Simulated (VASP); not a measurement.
TiSi2: single point with PBE

Crystal: TiSi2.

```
CELL_PARAMETERS angstrom
4.01535 0.00000 0.00000
-2.00767 3.47739 0.00000
0.00000 0.00000 3.15864
ATOMIC_POSITIONS crystal
Ti 0.00000 0.00000 0.00000
Si 0.33333 0.66667 0.50000
Si 0.66667 0.33333 0.50000
```

The cell was generated, and may not be a known phase.

```yaml
Program: VASP 6.6.1
Task: single point
Functional: PBE
Potentials_or_basis: VASP PAW PBE potentials, release 64 (Ti_sv, Si)
Cutoff: 520 eV
k_mesh: 6 × 6 × 6
Occupations: gaussian, width 0.1 eV
Spin: no spin polarisation
```

```json
{
  "Pressure": "0.3 GPa",
  "Band gap on the k mesh": "zero (bands 10 and 11 overlap by 1.45 eV)"
}
```

Stress tensor (GPa, compression positive):
```
0.26 0.00 0.00
0.00 0.26 0.00
0.00 0.00 0.41
```

Levels at points of the mesh, in eV from the Fermi level:
| k point | band 7 | band 8 | band 9 | band 10 | band 11 | band 12 | band 13 | band 14 |
| --- | --- | --- | --- | --- | --- | --- | --- | --- |
| (0.00, 0.00, 0.00) | -4.55 | -2.06 | -1.82 | -0.05 | -0.05 | 0.18 | 0.96 | 0.96 |
| (0.50, 0.00, 0.00) | -4.94 | -3.65 | -0.87 | 0.21 | 0.33 | 0.68 | 2.83 | 3.50 |
| (0.00, 0.00, 0.50) | -2.37 | -2.37 | -2.36 | -2.36 | -0.81 | -0.81 | 1.07 | 1.59 |
| (0.50, 0.00, 0.50) | -4.98 | -4.88 | -4.44 | -0.28 | 0.84 | 0.96 | 2.07 | 2.21 |

It took 25 s on 1 thread of Intel(R) Xeon(R) Platinum 8375C CPU @ 2.90GHz (Ice Lake), with other jobs on the host, peak memory 0.16 GiB.
